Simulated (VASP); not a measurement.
Set up this calculation in VASP 6.6.1, as the native input.

```
Task                   : relaxation of cell and atoms
Functional             : r2SCAN
Potentials or basis    : VASP PAW PBE potentials, release 64 (Sn_d, Se)
Cutoff                 : 600 eV
k mesh                 : 12 × 12 × 8
Occupations            : gaussian, width 0.1 eV
Spin                   : no spin polarisation
Target pressure        : 30 GPa
Dipole correction      : no
Further INCAR settings : ALGO = Normal; EDIFF = 1e-06; IBRION = 2; EDIFFG = -0.008; NSW = 70; ISIF = 3
```

The system is SnSe2.

```
CELL_PARAMETERS angstrom
3.57370 0.00000 0.00000
-1.78685 3.09492 0.00000
0.00000 0.00000 5.31082
ATOMIC_POSITIONS crystal
Sn 0.00000 0.00000 0.00000
Se 0.66667 0.33333 0.71340
Se 0.33333 0.66667 0.28660
```

These files were run (other wordings do the same):

POSCAR

```
SnSe2
1.0
    3.5737034521      0.0000000000      0.0000000000
   -1.7868517260      3.0949179751      0.0000000000
    0.0000000000      0.0000000000      5.3108232316
Sn Se
1 2
Direct
    0.0000000000      0.0000000000      0.0000000000
    0.6666666667      0.3333333333      0.7134042169
    0.3333333333      0.6666666667      0.2865957831
```

INCAR.step1

```
SYSTEM = SnSe2
PREC = Accurate ; ENCUT = 600
ISMEAR = 0 ; SIGMA = 0.1
LREAL = .False. ; LASPH = .True.
NELM = 60 ; GGA = PE
ALGO = Normal ; EDIFF = 1E-4
LWAVE = .True. ; LCHARG = .False.
```

INCAR.step2

```
SYSTEM = SnSe2
PREC = Accurate ; ENCUT = 600
EDIFF = 1E-6 ; ISMEAR = 0
SIGMA = 0.1 ; LREAL = .False.
LASPH = .True. ; NELM = 60
ALGO = Normal ; ISIF = 3
LWAVE = .False. ; LCHARG = .False.
METAGGA = R2SCAN ; LMIXTAU = .True.
IBRION = 2 ; NSW = 70
EDIFFG = -0.008 ; PSTRESS = 300.0
ISTART = 1
```

KPOINTS

```
regular mesh
0
Gamma
  12 12 8
  0 0 0
```

Potentials or basis: VASP PAW PBE potentials, release 64 (Sn_d, Se).

Run with:

```console
$ cat potpaw_PBE.64/Sn_d/POTCAR potpaw_PBE.64/Se/POTCAR > POTCAR
$ cp INCAR.step1 INCAR
$ mpirun -np 1 vasp_std > vasp.out
$ cp INCAR.step2 INCAR
$ mpirun -np 1 vasp_std > vasp.out
```

It gave:

| Item | Value |
| --- | --- |
| Relaxed volume | 19.02 Å³/atom |
| Relaxed cell | a = 3.559 Å, b = 3.559 Å, c = 5.202 Å, α = 90.00°, β = 90.00°, γ = 120.00° |
| Space group after relaxing (to 0.1 Å) | P-3m1 (No. 164) |
| Energy change on relaxing (the run minimises the enthalpy) | +81.1 meV/atom |
| Ionic steps | 12 |
| Pressure after relaxing | 30.0 GPa |
| Band gap on the k mesh | zero (bands 13 and 14 overlap by 0.94 eV) |

Caveat: the cell is relaxed towards a set pressure, so the run minimises the enthalpy, not the energy; the PAW data sets were made with another functional, which shifts forces and pressure a little; spin-orbit coupling is left out, which moves the levels of the heavy elements.

It took 61 min on 1 thread of Oxide Virtual Turin-like Processor, on a shared host, peak memory 0.3 GiB.
